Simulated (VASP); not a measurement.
Wanted: the native input for a VASP 6.6.1 run.

```yaml
Task: single point
Functional: PBE
Potentials_or_basis: VASP PAW PBE potentials, release 64 (Na_pv, Cl)
Cutoff: 520 eV
k_mesh: 8 × 8 × 8
Occupations: fermi-dirac, width 0.02 eV
Spin: no spin polarisation
Dipole_correction: no
Further_INCAR_settings: ALGO = Normal; EDIFF = 1e-06; NBANDS = 14
```

The structure of NaCl lies in POSCAR:

```
NaCl
1.0
    2.9172000000      0.0000000000      0.0000000000
    0.0000000000      2.9172000000      0.0000000000
    0.0000000000      0.0000000000      2.8600000000
Na Cl
1 1
Direct
    0.0000000000      0.0000000000      0.0000000000
    0.5000000000      0.5000000000      0.5000000000
```

This cell differs from its parent crystal: equal xx and yy strain of +2 %.

One way to write it, as run:

INCAR

```
  ALGO = Normal
  EDIFF = 1E-6
  ENCUT = 520
  GGA = PE
  ISIF = 2
  ISMEAR = -1
  LASPH = True
  LCHARG = False
  LREAL = False
  LWAVE = False
  NBANDS = 14
  NELM = 100
  PREC = Accurate
  SIGMA = 0.02
```

KPOINTS

```
k-points
0
Gamma
  8 8 8
```

Potentials or basis: VASP PAW PBE potentials, release 64 (Na_pv, Cl).

Command:

```sh
$ cat potpaw_PBE.64/Na_pv/POTCAR potpaw_PBE.64/Cl/POTCAR > POTCAR
$ mpirun -np 1 vasp_std > vasp.out
```

Results of the run:

```
Pressure               : 55.6 GPa
Band gap on the k mesh : 4.39 eV, direct
```

Caveat: the cell differs from its parent crystal (equal xx and yy strain of +2 %).

Wall time 25 s on 1 thread of Intel Xeon 8259CL, on a shared host, peak memory 0.15 GiB.
